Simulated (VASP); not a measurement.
Wanted: the native input for a VASP 6.6.1 run.

```yaml
Task: relaxation of cell and atoms
Functional: PBE
Potentials_or_basis: VASP PAW PBE potentials, release 64 (Ni)
Cutoff: 600 eV
k_mesh: 19 × 19 × 19
Occupations: fermi-dirac, width 0.1 eV
Spin: collinear spin, ferromagnetic start
Starting_moments: "[1.0] μB"
Dipole_correction: no
Further_INCAR_settings: ALGO = Normal; EDIFF = 1e-07; IBRION = 2; EDIFFG = -0.005; NSW = 60; ISIF = 3
```

The structure of Ni lies in POSCAR:

```
Ni
1.0
    0.0000000000      1.7597012234      1.7597012234
    1.7597012234      0.0000000000      1.7597012234
    1.7597012234      1.7597012234      0.0000000000
Ni
1
Direct
    0.0000000000      0.0000000000      0.0000000000
```

The input as run:

INCAR

```
SYSTEM = Ni
ALGO = Normal ; EDIFF = 1E-7
EDIFFG = -0.005 ; ENCUT = 600
GGA = PE ; IBRION = 2
ISIF = 3 ; ISMEAR = -1
ISPIN = 2 ; LASPH = .True.
LCHARG = .False. ; LMAXMIX = 4
LORBIT = 11 ; LREAL = .False.
LWAVE = .False. ; MAGMOM = 1
NELM = 150 ; NSW = 60
PREC = Accurate ; SIGMA = 0.1
```

KPOINTS

```
k-points
0
Gamma
  19 19 19
  0 0 0
```

Potentials or basis: VASP PAW PBE potentials, release 64 (Ni).

The run is started by

```sh
$ cat potpaw_PBE.64/Ni/POTCAR > POTCAR
$ mpirun -np 1 vasp_std > vasp.out
```

It gave:

```yaml
Relaxed_volume: 10.90 Å³/atom
Relaxed_cell: a = 2.489 Å, b = 2.489 Å, c = 2.489 Å, α = 60.00°, β = 60.00°, γ = 60.00°
Space_group_after_relaxing_to_0.1_Å: Fm-3m (No. 225)
Energy_gained_by_relaxing: 0.0 meV/atom
Ionic_steps: 3
Pressure_after_relaxing: 0.0 GPa
Net_moment: 0.61 μB per cell
Site_moments: Ni +0.62 μB
Valence_electrons_inside_the_program's_atomic_spheres: Ni 9.31
```

Run time: 2.3 min on 1 thread of Intel Xeon 8259CL, with other jobs on the host, peak memory 0.18 GiB.
